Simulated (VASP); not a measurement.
**AlCo: single point with PBE**

Crystal: AlCo.

```
CELL_PARAMETERS angstrom
2.82335 0.00000 0.00000
0.00000 2.82335 0.00000
0.00000 0.00000 2.82335
ATOMIC_POSITIONS crystal
Al 0.00000 0.00000 0.00000
Co 0.50000 0.50000 0.50000
```

This cell differs from its parent crystal: volume scaled by 0.97.

| Item | Value |
| --- | --- |
| Program | VASP 6.6.1 |
| Task | single point |
| Functional | PBE |
| Potentials or basis | VASP PAW PBE potentials, release 64 (Al, Co) |
| Cutoff | 520 eV |
| k mesh | 20 × 20 × 20 |
| Occupations | gaussian, width 0.1 eV |
| Spin | no spin polarisation |
| Dipole correction | no |
| Further INCAR settings | ALGO = Fast; EDIFF = 1e-06; NBANDS = 13 |

```
Pressure               : 5.4 GPa
Band gap on the k mesh : zero (band 6 reaches 13.35 eV, above the bottom of band 7 at 10.71 eV)
```

Levels at points of the mesh, in eV from the Fermi level:
| k point | band 3 | band 4 | band 5 | band 6 | band 7 | band 8 | band 9 | band 10 |
| --- | --- | --- | --- | --- | --- | --- | --- | --- |
| (0.00, 0.00, 0.00) | -3.10 | -0.89 | -0.89 | -0.89 | 6.10 | 6.10 | 6.10 | 8.84 |
| (0.50, 0.00, 0.00) | -2.48 | -1.79 | -1.79 | -0.77 | 0.18 | 8.42 | 10.76 | 10.76 |
| (0.50, 0.50, 0.00) | -2.75 | -2.75 | -1.58 | -1.58 | -0.26 | 2.50 | 3.61 | 13.07 |
| (0.50, 0.50, 0.50) | -4.08 | -0.22 | -0.22 | 2.38 | 2.38 | 2.38 | 4.36 | 5.46 |

It took 79 s on 1 thread of Intel Xeon 8259CL (shared host), peak memory 0.21 GiB.

 Spin polarisation is off, so any magnetic state and its effect on volume and gap are missing.
